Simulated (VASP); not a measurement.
# ZrAl3B3N (P4mm) in VASP: a series of runs, part 2 of 2

VASP 6.6.1.

### 3 Single point, PBE

This run uses another cell than the first one, of 15.07 Å³/atom, 1.176 times its volume.

INCAR

```
SYSTEM = ZrAl3B3N
ALGO = Normal
EDIFF = 1E-7
ENCUT = 520
GGA = PE
ISIF = 2
ISMEAR = 0
LASPH = .TRUE.
LCHARG = .FALSE.
LREAL = .FALSE.
LWAVE = .FALSE.
NBANDS = 28
NELM = 80
PREC = Accurate
SIGMA = 0.15
```

KPOINTS

```
k-points
0
G
  3 3 2
  0 0 0
```

POSCAR

```
ZrAl3B3N
1.0
    3.4571071239      0.0000000000      0.0000000000
    0.0000000000      3.4571071239      0.0000000000
    0.0000000000      0.0000000000     10.0893482704
Zr Al B N
1 3 3 1
Direct
    0.0000000000      0.0000000000      0.6536900721
    0.5000000000      0.0000000000      0.4231716137
    0.0000000000      0.5000000000      0.4231716137
    0.5000000000      0.5000000000      0.0824282470
    0.0000000000      0.0000000000      0.8995243446
    0.5000000000      0.5000000000      0.2869048933
    0.5000000000      0.5000000000      0.5951806093
    0.0000000000      0.0000000000      0.0314502863
```

Potentials or basis: VASP PAW PBE potentials, release 64 (Zr_sv, Al, B, N).

On the command line:

```sh
cat potpaw_PBE.64/Zr_sv/POTCAR potpaw_PBE.64/Al/POTCAR potpaw_PBE.64/B/POTCAR potpaw_PBE.64/N/POTCAR > POTCAR
mpirun -np 1 vasp_std > vasp.out
```

OUTCAR:

```text
SYSTEM = ZrAl3B3N
   EDIFF = 1E-7
   ENCUT = 520
   GGA = PE
   ISIF = 2
   ISMEAR = 0
   LASPH = .TRUE.
   LREAL = .FALSE.
   NELM = 80
   PREC = Accurate

 ion  position               nearest neighbor table
   1  0.000  0.000  0.654-   5 2.48   7 2.51   7 2.51   7 2.51   7 2.51   2 2.90   2 2.90   3 2.90
                             3 2.90
   2  0.500  0.000  0.423-   6 2.21   6 2.21   3 2.44   3 2.44   3 2.44   3 2.44   7 2.45   7 2.45
                             1 2.90   1 2.90
   3  0.000  0.500  0.423-   6 2.21   6 2.21   2 2.44   2 2.44   2 2.44   2 2.44   7 2.45   7 2.45
                             1 2.90   1 2.90
   4  0.500  0.500  0.082-   6 2.06   8 2.50   8 2.50   8 2.50   8 2.50
   5  0.000  0.000  0.900-   8 1.33   1 2.48
   6  0.500  0.500  0.287-   4 2.06   3 2.21   2 2.21   2 2.21   3 2.21
   7  0.500  0.500  0.595-   2 2.45   3 2.45   2 2.45   3 2.45   1 2.51   1 2.51   1 2.51   1 2.51

   8  0.000  0.000  0.031-   5 1.33   4 2.50   4 2.50   4 2.50   4 2.50

  LATTYP: Found a simple tetragonal cell.
 ALAT       =     3.4571071239
 C/A-ratio  =     2.9184366896

  Lattice vectors:

 A1 = (   3.4571071239,   0.0000000000,   0.0000000000)
 A2 = (   0.0000000000,   3.4571071239,   0.0000000000)
 A3 = (   0.0000000000,   0.0000000000,  10.0893482704)

Analysis of symmetry for initial positions (statically):
=====================================================================
 Subroutine PRICEL returns:
 Original cell was already a primitive cell.

 Routine SETGRP: Setting up the symmetry group for a
 simple tetragonal supercell.

 Subroutine GETGRP returns: Found  8 space group operations
 (whereof  8 operations were pure point group operations)
 out of a pool of 16 trial point group operations.

The static configuration has the point symmetry C_4v.

Analysis of symmetry for dynamics (positions and initial velocities):
=====================================================================
 Subroutine PRICEL returns:
 Original cell was already a primitive cell.

 Routine SETGRP: Setting up the symmetry group for a
 simple tetragonal supercell.

 Subroutine GETGRP returns: Found  8 space group operations
 (whereof  8 operations were pure point group operations)
 out of a pool of 16 trial point group operations.

The dynamic configuration has the point symmetry C_4v.

 Subroutine INISYM returns: Found  8 space group operations
 (whereof  8 operations are pure point group operations),
 and found     1 'primitive' translations

----------------------------------------------------------------------------------------

                                     Primitive cell

  volume of cell :     120.5838

  direct lattice vectors                    reciprocal lattice vectors
     3.457107124  0.000000000  0.000000000     0.289259188  0.000000000  0.000000000
     0.000000000  3.457107124  0.000000000     0.000000000  0.289259188  0.000000000
     0.000000000  0.000000000 10.089348270     0.000000000  0.000000000  0.099114430

  length of vectors
     3.457107124  3.457107124 10.089348270     0.289259188  0.289259188  0.099114430

  position of ions in fractional coordinates (direct lattice)
     0.000000000  0.000000000  0.653690072
[... 47 lines left out ...]
  0.000000  0.000000  0.000000      1.000000
  0.333333  0.000000  0.000000      4.000000
  0.333333  0.333333  0.000000      4.000000
  0.000000  0.000000  0.500000      1.000000
  0.333333  0.000000  0.500000      4.000000
  0.333333  0.333333  0.500000      4.000000
   k-points           NKPTS =      6   k-points in BZ     NKDIM =      6   number of bands    NBANDS=     28
   number of dos      NEDOS =    301   number of ions     NIONS =      8
   total plane-waves  NPLWV =  62720
   dimension x,y,z NGX =    28 NGY =   28 NGZ =   80
   dimension x,y,z NGXF=    56 NGYF=   56 NGZF=  160
   ions per type =               1   3   3   1
   NGX,Y,Z   is equivalent  to a cutoff of  13.46, 13.46, 13.18 a.u.
   NGXF,Y,Z  is equivalent  to a cutoff of  26.93, 26.93, 26.36 a.u.
 SYSTEM =  ZrAl3B3N
   PREC   = accura    normal or accurate (medium, high low for compatibility)
   ISTART =      0    job   : 0-new  1-cont  2-samecut
   ICHARG =      2    charge: 1-file 2-atom 10-const
   ISPIN  =      1    spin polarized calculation?
   LNONCOLLINEAR =      F non collinear calculations
   LSORBIT =      F    spin-orbit coupling
   LASPH  =      T    aspherical Exc in radial PAW
   ENCUT  =  520.0 eV  38.22 Ry    6.18 a.u.   6.43  6.43 18.76*2*pi/ulx,y,z
   NELM   =     80;   NELMIN=  2; NELMDL= -5     # of ELM steps
   EDIFF  = 0.1E-06   stopping-criterion for ELM
   LREAL  =      F    real-space projection
   EDIFFG = 0.1E-05   stopping-criterion for IOM
   NSW    =      0    number of steps for IOM
   IBRION =     -1    ionic relax: 0-MD 1-quasi-New 2-CG
   NFREE  =      0    steps in history (QN), initial steepest desc. (CG)
   ISIF   =      2    stress and relaxation
   ISYM   =      2    0-nonsym 1-usesym 2-fastsym
   POTIM  = 0.5000    time-step for ionic-motion
   TEBEG  =    0.0;   TEEND  =   0.0 temperature during run
   PSTRESS=    0.0 pullay stress
   NELECT =      35.0000    total number of electrons
   NUPDOWN=      -1.0000    fix difference up-down
   EMIN   =  10.00;   EMAX   =-10.00  energy-range for DOS
   EFERMI =   0.00;   METHOD = LEGACY
   ISMEAR =     0;   SIGMA  =   0.15  broadening in eV -4-tet -1-fermi 0-gaus
   EFERMI_NEDOS =   21; number of points for ismear=-14 and -15
   IALGO  =     38    algorithm
   IMIX   =      4    mixing-type and parameters
     AMIX     =   0.40;   BMIX     =  1.00
     AMIX_MAG =   1.60;   BMIX_MAG =  1.00
  volume/ion in A,a.u.               =      15.07       101.72
  Fermi-wavevector in a.u.,A,eV,Ry     =   1.083930  2.048331 15.985544  1.174904
  Thomas-Fermi vector in A             =   2.220008
   LORBIT       =      0    0 simple, 1 ext, 2 COOP (PROOUT), +10 PAW based schemes
   GGA     = PE    functional components
   LHFCALC =     F    Hartree Fock is set to
   AEXX    =    0.0000 exact exchange contribution
   IVDW    =     0    specifies the selected vdW correction
   LEPSILON=     F    determine dielectric tensor
   LRPA    =     F    only Hartree local field effects (RPA)
 non-spin polarized calculation
 Gauss-broadening in eV      SIGMA  =   0.15
  energy-cutoff  :      520.00
  volume of cell :      120.58
 maximum number of plane-waves:      3270
 NGX is ok and might be reduce to    28
   NGX = 13   NGY = 13   NGZ = 37

 number of electron      35.0000002 magnetization

 Free energy of the ion-electron system (eV)
  ---------------------------------------------------
  ext. energy  EPLUGINS =         0.00000000
  ---------------------------------------------------
  free energy    TOTEN  =       -45.56625038 eV

  energy without entropy =      -45.54537177  energy(sigma->0) =      -45.55581108

 E-fermi :   5.7376     XC(G=0):  -9.8993

 val. band max:        5.5411788581   @ k =   0.0000   0.0000   0.5000
 cond. band min:       5.8536501458   @ k =   0.3333   0.0000   0.0000
 fundamental gap:      0.3124712877
 Fermi energy:         5.7375655046

 k-point     1 :       0.0000    0.0000    0.0000
  band No.  band energies     occupation
      1     -42.9372      2.00000
      2     -21.0650      2.00000
      3     -20.8561      2.00000
      4     -20.8561      2.00000
      5     -10.6850      2.00000
      6      -5.8161      2.00000
[... 175 lines left out ...]
     27      11.0033      0.00000
     28      11.6927      0.00000

------------------------ aborting loop because EDIFF is reached ----------------------------------------

  FORCE on cell =-STRESS in cart. coord.  units (eV):
  Direction    XX          YY          ZZ          XY          YZ          ZX
  --------------------------------------------------------------------------------------
  -------------------------------------------------------------------------------------
  Total       -0.0179448     -0.0179448      0.0669296      0.0000000      0.0000000      0.0000000
  in kB       -0.2384293     -0.2384293      0.8892831      0.0000000      0.0000000      0.0000000
  external PRESSURE =       0.1374748 kB  Pullay stress =       0.0000000 kB

 VOLUME and BASIS-vectors are now :
 -----------------------------------------------------------------------------
  energy-cutoff  :      520.00
  volume of cell :      120.58
      direct lattice vectors                 reciprocal lattice vectors
     3.457107124  0.000000000  0.000000000     0.289259188  0.000000000  0.000000000
     0.000000000  3.457107124  0.000000000     0.000000000  0.289259188  0.000000000
     0.000000000  0.000000000 10.089348270     0.000000000  0.000000000  0.099114430

 POSITION                                       TOTAL-FORCE (eV/Angst)
 -----------------------------------------------------------------------------------
      0.00000      0.00000      6.59531         0.000000      0.000000      0.009603
      1.72855      0.00000      4.26953         0.000000     -0.000000     -0.005282
      0.00000      1.72855      4.26953         0.000000      0.000000     -0.005282
      1.72855      1.72855      0.83165         0.000000      0.000000      0.001501
      0.00000      0.00000      9.07561         0.000000      0.000000     -0.040254
      1.72855      1.72855      2.89468         0.000000     -0.000000      0.008953
      1.72855      1.72855      6.00498         0.000000     -0.000000     -0.002217
      0.00000      0.00000      0.31731         0.000000      0.000000      0.032978
 -----------------------------------------------------------------------------------
    total drift:                               -0.000000     -0.000000     -0.000091

  FREE ENERGIE OF THE ION-ELECTRON SYSTEM (eV)
  ---------------------------------------------------
  free  energy   TOTEN  =       -45.5662503814 eV

  energy  without entropy=      -45.5453717710  energy(sigma->0) =      -45.55581108
```

Wall time 24 s (1 thread of AMD EPYC 7R13 (Zen 3), shared host); peak memory 0.21 GiB.

What came out:

- Free energy: -45.5663 eV
- Pressure: 0.0 GPa
- Largest force: 0.040 eV/Å

Forces on the atoms (eV/Å):
```
Zr   0.000  0.000  0.010
Al   0.000  0.000 -0.005
Al   0.000  0.000 -0.005
Al   0.000  0.000  0.002
B    0.000  0.000 -0.040
B    0.000  0.000  0.009
B    0.000  0.000 -0.002
N    0.000  0.000  0.033
```

Caveat: the k points lie up to 0.61 Å⁻¹ apart.

### 4 Single point, PBE

This run uses another cell than the first one, of 11.97 Å³/atom, 0.934 times its volume.

INCAR is that of step 3.

KPOINTS

```
k-points
0
G
  3 3 3
  0 0 0
```

POSCAR

```
ZrAl3B3N
1.0
    4.5310886711      0.0000000000      0.0000000000
    0.0000000000      4.5310886711      0.0000000000
    0.0000000000      0.0000000000      4.6660730200
Zr Al B N
1 3 3 1
Direct
    0.0000000000      0.0000000000      0.5496292216
    0.0000000000      0.5000000000      0.0608755854
    0.5000000000      0.0000000000      0.0608755854
    0.5000000000      0.5000000000      0.6253732780
    0.0000000000      0.5000000000      0.5545172442
    0.5000000000      0.0000000000      0.5545172442
    0.0000000000      0.0000000000      0.0522141998
    0.5000000000      0.5000000000      1.0367320015
```

On the command line:

```sh
cat potpaw_PBE.64/Zr_sv/POTCAR potpaw_PBE.64/Al/POTCAR potpaw_PBE.64/B/POTCAR potpaw_PBE.64/N/POTCAR > POTCAR
mpirun -np 1 vasp_std > vasp.out
```

Wall time 22 s (1 thread of Intel Xeon Platinum 8259CL at 2.50GHz (Skylake/Cascade Lake), shared host); peak memory 0.21 GiB.

It converged, with:

```yaml
Free_energy: -47.1508 eV
Pressure: -0.2 GPa
Largest_force: 0.013 eV/Å
```

Forces in eV/Å, atoms in the order of the input:
```
Zr   0.000  0.000  0.012
Al   0.000  0.000 -0.003
Al   0.000  0.000 -0.003
Al   0.000  0.000 -0.002
B    0.000  0.000 -0.013
B    0.000  0.000 -0.013
B    0.000  0.000  0.007
N    0.000  0.000  0.013
```

Levels at points of the mesh, in eV from the Fermi level:
| k point | band 14 | band 15 | band 16 | band 17 | band 18 | band 19 | band 20 | band 21 |
| --- | --- | --- | --- | --- | --- | --- | --- | --- |
| (0.00, 0.00, 0.00) | -0.89 | -0.51 | -0.44 | -0.44 | 0.81 | 0.81 | 0.85 | 1.78 |

Caveat: the k points lie up to 0.46 Å⁻¹ apart.

### 5 Single point, PBE

This run uses another cell than the first one, of 11.96 Å³/atom, 0.933 times its volume.

INCAR

```
ALGO = Normal ; EDIFF = 1E-6
ENCUT = 520 ; GGA = PE
ISIF = 2 ; ISMEAR = 0
LASPH = T ; LCHARG = F
LREAL = F ; LWAVE = F
NBANDS = 28 ; NELM = 80
PREC = Accurate ; SIGMA = 0.15
```

KPOINTS

```
k-points
0
Gamma
  3 3 3
```

POSCAR

```
ZrAl3B3N
1.0
    4.5285117898      0.0000000000      0.0000000000
    0.0000000000      4.5285117898      0.0000000000
    0.0000000000      0.0000000000      4.6657464677
Zr Al B N
1 3 3 1
Direct
    0.5000000000      0.5000000000      0.4585265593
    0.5000000000      0.0000000000      0.9691558873
    0.0000000000      0.5000000000      0.9691558873
    0.0000000000      0.0000000000      0.5338590554
    0.5000000000      0.0000000000      0.4624005668
    0.0000000000      0.5000000000      0.4624005668
    0.5000000000      0.5000000000      0.9609650816
    0.0000000000      0.0000000000     -0.0547486544
```

On the command line:

```sh
cat potpaw_PBE.64/Zr_sv/POTCAR potpaw_PBE.64/Al/POTCAR potpaw_PBE.64/B/POTCAR potpaw_PBE.64/N/POTCAR > POTCAR
mpirun -np 1 vasp_std > vasp.out
```

Run time: 20 s. Hardware: 1 thread of Intel Xeon Platinum 8259CL at 2.50GHz (Skylake/Cascade Lake), shared host; peak memory 0.21 GiB.

It converged, with:

| Property | Result |
| --- | --- |
| Free energy | -47.1509 eV |
| Pressure | -0.1 GPa |
| Largest force | 0.008 eV/Å |

Forces in eV/Å, atoms in the order of the input:
```
Zr   0.000  0.000 -0.002
Al   0.000  0.000 -0.001
Al   0.000  0.000 -0.001
Al   0.000  0.000 -0.006
B    0.000  0.000 -0.001
B    0.000  0.000 -0.001
B    0.000  0.000  0.008
N    0.000  0.000  0.003
```

Levels at points of the mesh, in eV from the Fermi level:
```csv
k point,band 15,band 16,band 17,band 18,band 19,band 20
"(0.00, 0.00, 0.00)",-0.51,-0.44,-0.44,0.80,0.80,0.84
```

Caveat: the k points lie up to 0.46 Å⁻¹ apart.

### 6 The runs side by side

```csv
cell,k mesh,gap on the mesh (eV),pressure (GPa),largest force (eV/Å)
"a = 3.538, b = 3.538, c = 8.192 Å, 8 atoms",3 × 3 × 2,none,0.2,0.03
"a = 3.457, b = 3.457, c = 10.089 Å, 8 atoms",3 × 3 × 2,none,0.0,0.04
"a = 4.531, b = 4.531, c = 4.666 Å, 8 atoms",3 × 3 × 3,none,-0.2,0.01
"a = 4.529, b = 4.529, c = 4.666 Å, 8 atoms",3 × 3 × 3,none,-0.1,0.01
```

Alike in all rows: task single point; level PBE; potentials or basis VASP PAW PBE potentials, release 64 (Zr_sv, Al, B, N); no spin polarisation; cutoff (eV) 520; smearing gaussian 0.15 eV.

Caveats: all runs use coarse meshes.

Absolute energies hang on the potentials; compare differences alone.
